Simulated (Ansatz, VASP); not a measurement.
**Two plane-wave programs on MoS**

Contents of POSCAR:

```
MoS
1.0
    0.0000000000      2.6776536121      2.6776536121
    2.6776536121      0.0000000000      2.6776536121
    2.6776536121      2.6776536121      0.0000000000
Mo S
1 1
Direct
    0.0000000000      0.0000000000      0.0000000000
    0.2500000000      0.2500000000      0.2500000000
```

File INCAR.step1:

```
SYSTEM = MoS
PREC = Accurate ; ENCUT = 520
ISMEAR = 0 ; SIGMA = 0.05
LREAL = .FALSE. ; LASPH = .TRUE.
NELM = 150 ; ISPIN = 2
MAGMOM = 0.9 0 ; LMAXMIX = 4
NBANDS = 21 ; GGA = PE
ALGO = Normal ; EDIFF = 1E-4
LWAVE = .TRUE. ; LCHARG = .FALSE.
```

File INCAR.step2:

```
SYSTEM = MoS
PREC = Accurate ; ENCUT = 520
EDIFF = 1E-6 ; ISMEAR = 0
SIGMA = 0.05 ; LREAL = .FALSE.
LASPH = .TRUE. ; NELM = 150
ALGO = Normal ; ISIF = 2
LWAVE = .FALSE. ; LCHARG = .TRUE.
ISPIN = 2 ; MAGMOM = 0.9 0
LORBIT = 11 ; LMAXMIX = 4
METAGGA = R2SCAN ; LMIXTAU = .TRUE.
LELF = .TRUE. ; LVHAR = .TRUE.
NBANDS = 21 ; ISTART = 1
```

Contents of KPOINTS:

```
regular mesh
0
G
  12 12 12
  0 0 0
```

Input for Ansatz:

```yaml
crystal:
  lattice:
    - [0.0, 2.6776536121, 2.6776536121]
    - [2.6776536121, 0.0, 2.6776536121]
    - [2.6776536121, 2.6776536121, 0.0]
  atoms:
    - { symbol: Mo, position: [0.0, 0.0, 0.0], spin: 0.9 }
    - { symbol: S, position: [0.25, 0.25, 0.25] }
basis:
  ecutwfc: 500
  ecutrho_ratio: 4
kpoints:
  mp_grid: { grid: [12, 12, 12] }
  band_path:
    path:
      - [[0.0, 0.0, 0.0], [-0.5, -0.5, 0.0], [-0.375, -0.375, 0.25]]
      - [[-0.375, 0.0, 0.375], [0.0, 0.0, 0.0], [0.0, 0.0, 0.5], [-0.5, -0.25, 0.25], [-0.5, -0.5, 0.0]]
    npoints: 14
hamiltonian:
  xc: r2scan
scf:
  occupations: { method: gaussian, width: 0.05 }
  n_extra_bands: 12
output:
  forces: true
  stress: true
  eigenvalues: true
  populations: true
  dos: { projected: true, de: 0.02, nscf_kmesh: { grid: [18, 18, 18] } }
  bader: true
  write_density: true
  write_potential: true
  elf: true
  volumetric_format: npy
magnetization:
  spin_polarized: true
checkpoint:
  read: start.run
  write: ck
  compress: false
  write_wavefunctions: false
  write_every: 100000
```

Alike in both runs: task single point; functional r2SCAN; k mesh 12 × 12 × 12; occupations gaussian, width 0.05 eV; collinear spin.

|  | VASP | Ansatz |
| --- | --- | --- |
| version | VASP 6.6.1 | Ansatz 0.2.0 |
| potentials or method | VASP PAW PBE potentials, release 64 (Mo_sv, S), cutoff 520 eV | scalar-relativistic, plane waves, PAW |
| valence electrons in the cell | 20 | 20 |

Ansatz gave:

- gap on the k mesh at the Fermi level (eV): none
- pressure (GPa): 0.1
- net moment per atom (μB): 0.61
- size of the moment on the site where the two differ most (μB): 0.81

What did VASP give for the same quantities?

gap on the k mesh at the Fermi level (eV): none; pressure (GPa): -3.2; net moment per atom (μB): 0.00; size of the moment on the site where the two differ most (μB): 0.01.

The net moments are unlike, so the other rows may belong to different states. VASP's potentials were made for PBE, not for r2SCAN. Site moments also hang on the region over which each program counts them. A gap of «none» marks a metal or a gap that the smearing closes. Ansatz's warnings: stability check not made.
